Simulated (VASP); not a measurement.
## MgI2: single point with PBE

Crystal: MgI2.

```
Mg I
1.0
     4.15370    0.00000    0.00000
    -2.07685    3.59721    0.00000
     0.00000    0.00000    6.86200
Mg I
1 2
Direct
  0.97915 0.95830 0.02186
  0.33333 0.66667 0.75763
  0.66667 0.33333 0.24237
```

This cell differs from its parent crystal: atom 1 (Mg) moved by (-0.150, +0.150) A along y and z.

- Program: VASP 6.6.1
- Task: single point
- Functional: PBE
- Potentials or basis: VASP PAW PBE potentials, release 64 (Mg, I)
- Cutoff: 520 eV
- k mesh: 6 × 6 × 4
- Occupations: gaussian, width 0.05 eV
- Spin: no spin polarisation

The pressure is 1.6 GPa, the largest force is 0.999 eV/Å and the band gap on the k mesh is 3.25 eV (least direct gap 3.40 eV).

Forces on the atoms (eV/Å):
```
Mg   0.000  0.460 -0.887
I    0.000 -0.074  0.327
I    0.000 -0.386  0.560
```

Stress tensor (GPa, compression positive):
```
 1.09  0.00  0.00
 0.00  2.17 -0.70
 0.00 -0.70  1.57
```

Levels at points of the mesh, in eV from the valence-band top:
| k point | band 4 | band 5 | band 6 | band 7 | band 8 | band 9 | band 10 | band 11 | band 12 | band 13 |
| --- | --- | --- | --- | --- | --- | --- | --- | --- | --- | --- |
| (0.00, 0.00, 0.00) | -1.06 | -0.88 | -0.21 | -0.13 | 0.00 | 3.40 | 4.56 | 6.29 | 6.45 | 7.25 |
| (0.50, 0.00, 0.00) | -2.96 | -2.12 | -1.81 | -1.11 | -0.53 | 3.34 | 4.86 | 5.54 | 6.75 | 7.78 |
| (0.00, 0.50, 0.00) | -2.88 | -2.11 | -1.75 | -1.11 | -0.57 | 3.38 | 4.97 | 5.41 | 6.71 | 7.82 |
| (0.00, 0.00, 0.50) | -1.65 | -1.02 | -0.85 | -0.17 | -0.03 | 4.17 | 4.84 | 6.12 | 6.28 | 7.59 |
| (0.50, 0.00, 0.50) | -3.34 | -1.72 | -1.38 | -0.98 | -0.69 | 3.28 | 4.80 | 5.48 | 5.98 | 7.53 |
| (0.00, 0.50, 0.50) | -3.27 | -1.64 | -1.37 | -0.99 | -0.76 | 3.30 | 4.88 | 5.53 | 5.90 | 7.49 |

It took 110 s on 1 thread of Intel Xeon 8259CL, with other jobs on the host, peak memory 0.26 GiB.

Caveat: the cell differs from its parent crystal (atom 1 (Mg) moved by (-0.150, +0.150) A along y and z); spin-orbit coupling is left out, which moves the levels of the heavy elements; this functional lacks dispersion, which binds layers or chains, so the pressure and a relaxed spacing across them are unreliable. A k mesh can miss the band edges.
